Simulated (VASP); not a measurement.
# Ta (Im-3m) in VASP: a series of runs

Ta is run at these levels: LDA; tasks: relaxation of cell and atoms, single point.

Everything below comes from runs of VASP 6.6.1. Logs are shortened: lines on timing, memory, paths and dates and some standing lists are left out, and cuts for length are marked.

### Step 1. The cell of the first run

Symmetry: Im-3m, No. 229, cubic system. Conventional cell: a = 3.306 Å, b = 3.306 Å, c = 3.306 Å, α = 90.00°, β = 90.00°, γ = 90.00°. Within 3.8 Å of Ta (site symmetry m-3m) lie 14 Ta at 2.86 to 3.31 Å.

### Step 2. Relaxation of cell and atoms, LDA

Contents of INCAR:

```
PREC = Accurate
ENCUT = 600
EDIFF = 1E-6
ISMEAR = -1
SIGMA = 0.1
LREAL = False
LASPH = True
NELM = 60
ALGO = Normal
ISIF = 3
LWAVE = False
LCHARG = False
GGA = CA
IBRION = 2
NSW = 80
EDIFFG = -0.01
```

Contents of KPOINTS:

```
regular mesh
0
Gamma
  13 13 13
```

Contents of POSCAR:

```
Ta
1.0
   -1.6529000000      1.6529000000      1.6529000000
    1.6529000000     -1.6529000000      1.6529000000
    1.6529000000      1.6529000000     -1.6529000000
Ta
1
Direct
    0.0000000000      0.0000000000      0.0000000000
```

Potentials or basis: VASP PAW LDA potentials, release 64 (Ta_pv).

Command:

```console
$ cat potpaw_LDA.64/Ta_pv/POTCAR > POTCAR
$ mpirun -np 1 vasp_std > vasp.out
```

OUTCAR:

```text
PREC = Accurate
   ENCUT = 600
   EDIFF = 1E-6
   ISMEAR = -1
   LREAL = False
   LASPH = True
   NELM = 60
   ISIF = 3
   GGA = CA
   IBRION = 2
   NSW = 80
   EDIFFG = -0.01

 ion  position               nearest neighbor table
   1  0.000  0.000  0.000-

  LATTYP: Found a body centered cubic cell.
 ALAT       =     3.3058000000

  Lattice vectors:

 A1 = (  -1.6529000000,   1.6529000000,   1.6529000000)
 A2 = (   1.6529000000,  -1.6529000000,   1.6529000000)
 A3 = (   1.6529000000,   1.6529000000,  -1.6529000000)

Analysis of symmetry for initial positions (statically):
=====================================================================
 Subroutine PRICEL returns:
 Original cell was already a primitive cell.

 Routine SETGRP: Setting up the symmetry group for a
 body centered cubic supercell.

 Subroutine GETGRP returns: Found 48 space group operations
 (whereof 48 operations were pure point group operations)
 out of a pool of 48 trial point group operations.

The static configuration has the point symmetry O_h .

Analysis of symmetry for dynamics (positions and initial velocities):
=====================================================================
 Subroutine PRICEL returns:
 Original cell was already a primitive cell.

 Routine SETGRP: Setting up the symmetry group for a
 body centered cubic supercell.

 Subroutine GETGRP returns: Found 48 space group operations
 (whereof 48 operations were pure point group operations)
 out of a pool of 48 trial point group operations.

The dynamic configuration has the point symmetry O_h .

 Subroutine INISYM returns: Found 48 space group operations
 (whereof 48 operations are pure point group operations),
 and found     1 'primitive' translations

----------------------------------------------------------------------------------------

                                     Primitive cell

  volume of cell :      18.0634

  direct lattice vectors                    reciprocal lattice vectors
    -1.652900000  1.652900000  1.652900000     0.000000000  0.302498639  0.302498639
     1.652900000 -1.652900000  1.652900000     0.302498639  0.000000000  0.302498639
     1.652900000  1.652900000 -1.652900000     0.302498639  0.302498639  0.000000000

  length of vectors
     2.862906780  2.862906780  2.862906780     0.427797678  0.427797678  0.427797678

  position of ions in fractional coordinates (direct lattice)
     0.000000000  0.000000000  0.000000000
[... 86 lines left out ...]
   PSTRESS=    0.0 pullay stress
   NELECT =      11.0000    total number of electrons
   NUPDOWN=      -1.0000    fix difference up-down
   EMIN   =  10.00;   EMAX   =-10.00  energy-range for DOS
   EFERMI =   0.00;   METHOD = LEGACY
   ISMEAR =    -1;   SIGMA  =   0.10  broadening in eV -4-tet -1-fermi 0-gaus
   EFERMI_NEDOS =   21; number of points for ismear=-14 and -15
   IALGO  =     38    algorithm
   IMIX   =      4    mixing-type and parameters
     AMIX     =   0.40;   BMIX     =  1.00
     AMIX_MAG =   1.60;   BMIX_MAG =  1.00
  volume/ion in A,a.u.               =      18.06       121.90
  Fermi-wavevector in a.u.,A,eV,Ry     =   1.387626  2.622233 26.198105  1.925506
  Thomas-Fermi vector in A             =   2.511829
   LORBIT       =      0    0 simple, 1 ext, 2 COOP (PROOUT), +10 PAW based schemes
   GGA     = CA    functional components
   LHFCALC =     F    Hartree Fock is set to
   AEXX    =    0.0000 exact exchange contribution
   IVDW    =     0    specifies the selected vdW correction
   LEPSILON=     F    determine dielectric tensor
   LRPA    =     F    only Hartree local field effects (RPA)
 conjugate gradient relaxation of ions
 non-spin polarized calculation
  energy-cutoff  :      600.00
  volume of cell :       18.06
 maximum number of plane-waves:       615
   NGX = 11   NGY = 11   NGZ = 11

--------------------------------------- Ionic step        1  -------------------------------------------

 number of electron      11.0000002 magnetization

 Free energy of the ion-electron system (eV)
  ---------------------------------------------------
  ext. energy  EPLUGINS =         0.00000000
  ---------------------------------------------------
  free energy    TOTEN  =       -12.82754734 eV

  energy without entropy =      -12.78125004  energy(sigma->0) =      -12.80439869

------------------------ aborting loop because EDIFF is reached ----------------------------------------

  FORCE on cell =-STRESS in cart. coord.  units (eV):
  Direction    XX          YY          ZZ          XY          YZ          ZX
  --------------------------------------------------------------------------------------
  -------------------------------------------------------------------------------------
  Total       -0.9464990     -0.9464990     -0.9464990      0.0000000      0.0000000     -0.0000000
  in kB      -83.9519893    -83.9519893    -83.9519893      0.0000000      0.0000000     -0.0000000
  external PRESSURE =     -83.9519893 kB  Pullay stress =       0.0000000 kB
[... 92 lines left out ...]
--------------------------------------- Ionic step        4  -------------------------------------------

 number of electron      11.0000000 magnetization

 Free energy of the ion-electron system (eV)
  ---------------------------------------------------
  ext. energy  EPLUGINS =         0.00000000
  ---------------------------------------------------
  free energy    TOTEN  =       -12.84783123 eV

  energy without entropy =      -12.80218601  energy(sigma->0) =      -12.82500862

 E-fermi :   5.7270     XC(G=0): -12.9967

 val. band max:        5.6947094046   @ k =   0.3077   0.0769   0.0000
 cond. band min:       5.7301618630   @ k =  -0.3077   0.4615   0.1538
 fundamental gap:      0.0354524585
 Fermi energy:         5.7270408072

 k-point     1 :       0.0000    0.0000    0.0000
  band No.  band energies     occupation
      1     -27.0132      2.00000
      2     -27.0132      2.00000
      3     -27.0132      2.00000
      4      -2.2588      2.00000
      5       6.3982      0.00243
      6       6.3982      0.00243
      7       6.3982      0.00243
      8       9.7984      0.00000
      9       9.7984      0.00000
[... 265 lines left out ...]
 k-point    24 :       0.2308    0.0769    0.0769
  band No.  band energies     occupation
      1     -27.9914      2.00000
      2     -27.3120      2.00000
      3     -27.0899      2.00000
      4       1.2985      2.00000
      5       4.5017      1.99999
      6       5.0366      1.99799
      7       9.6097      0.00000
      8      10.2521      0.00000
      9      11.5308      0.00000

 [... further k-points ...]
[... 5 lines left out ...]
  --------------------------------------------------------------------------------------
  -------------------------------------------------------------------------------------
  Total       -0.0047519     -0.0047519     -0.0047519      0.0000000      0.0000000      0.0000000
  in kB       -0.4396388     -0.4396388     -0.4396388      0.0000000      0.0000000      0.0000000
  external PRESSURE =      -0.4396388 kB  Pullay stress =       0.0000000 kB
[... 16 lines left out ...]
  FREE ENERGIE OF THE ION-ELECTRON SYSTEM (eV)
  ---------------------------------------------------
  free  energy   TOTEN  =       -12.8478312304 eV

  energy  without entropy=      -12.8021860099  energy(sigma->0) =      -12.82500862

 reached required accuracy - stopping structural energy minimisation
```

CONTCAR:

```text
Ta
   1.00000000000000
    -1.6298198653779568    1.6298198653779568    1.6298198653779568
     1.6298198653779568   -1.6298198653779568    1.6298198653779568
     1.6298198653779568    1.6298198653779568   -1.6298198653779568
  Ta
     1
Direct
     0.0000000000000000    0.0000000000000000    0.0000000000000000

  0.00000000E+00  0.00000000E+00  0.00000000E+00
```

It took 18 s on 1 thread of Intel Xeon 6975P-C, shared host; peak memory 0.15 GiB.

Results:

| Quantity | Value |
| --- | --- |
| Free energy | -12.8478 eV |
| Relaxed volume | 17.32 Å³/atom |
| Relaxed cell | a = 2.823 Å, b = 2.823 Å, c = 2.823 Å, α = 109.47°, β = 109.47°, γ = 109.47° |
| Space group after relaxing (to 0.05 Å) | Im-3m (No. 229) |
| Energy gained by relaxing | 20.3 meV/atom |
| Ionic steps | 4 |
| Pressure after relaxing | 0.0 GPa |

The path:
```
step  energy change (eV)  largest force (eV/Å)  pressure (GPa)  volume (Å³)
   1              0.0000                0.0000           -8.40        18.06
   2              0.0961                0.0000           24.91        15.70
   3             -0.0203                0.0000           -0.31        17.34
   4             -0.0203                0.0000           -0.04        17.32
```

Final structure:
```
Ta
1.0
    -1.62982    1.62982    1.62982
     1.62982   -1.62982    1.62982
     1.62982    1.62982   -1.62982
Ta
1
Direct
  0.00000 0.00000 0.00000
```

Caveat: spin-orbit coupling is left out, which moves the levels of the heavy elements. LDA usually gives volumes a few per cent too small.

### Step 3. Single point, LDA

This run uses another cell than the first one, of 17.25 Å³/atom, 0.955 times its volume.

Contents of INCAR:

```
ALGO = Normal
EDIFF = 1E-6
ENCUT = 520
GGA = CA
ISIF = 2
ISMEAR = -1
LASPH = True
LCHARG = True
LELF = True
LREAL = False
LVHAR = True
LWAVE = False
NBANDS = 12
NELM = 60
PREC = Accurate
SIGMA = 0.1
```

Contents of KPOINTS:

```
k-points
0
Gamma
  2 2 2
```

Contents of POSCAR:

```
Ta
1.0
   -1.6276710318      1.6276710318      1.6276710318
    1.6276710318     -1.6276710318      1.6276710318
    1.6276710318      1.6276710318     -1.6276710318
Ta
1
Direct
    0.0000000000      0.0000000000      0.0000000000
```

Potentials or basis: VASP PAW LDA potentials, release 64 (Ta_pv).

Command:

```console
$ cat potpaw_LDA.64/Ta_pv/POTCAR > POTCAR
$ mpirun -np 1 vasp_std > vasp.out
```

Wall time 2.4 s (1 thread of Intel Xeon 8259CL, shared host); peak memory 0.13 GiB.

The run converged. Its results:

```yaml
Free_energy: -13.8428 eV
Pressure: -28.1 GPa
```

Levels at points of the mesh, in eV from the Fermi level:
```tsv
k point	band 3	band 4	band 5	band 6	band 7	band 8
(0.00, 0.00, 0.00)	-34.33	-9.87	-0.97	-0.97	-0.97	2.30
(0.50, 0.00, 0.00)	-34.34	-6.37	-3.41	0.07	2.27	3.32
(0.50, 0.50, 0.50)	-35.29	-5.93	-5.93	5.55	5.55	5.55
```

Caveat: the k points lie up to 1.36 Å⁻¹ apart; spin-orbit coupling is left out, which moves the levels of the heavy elements.
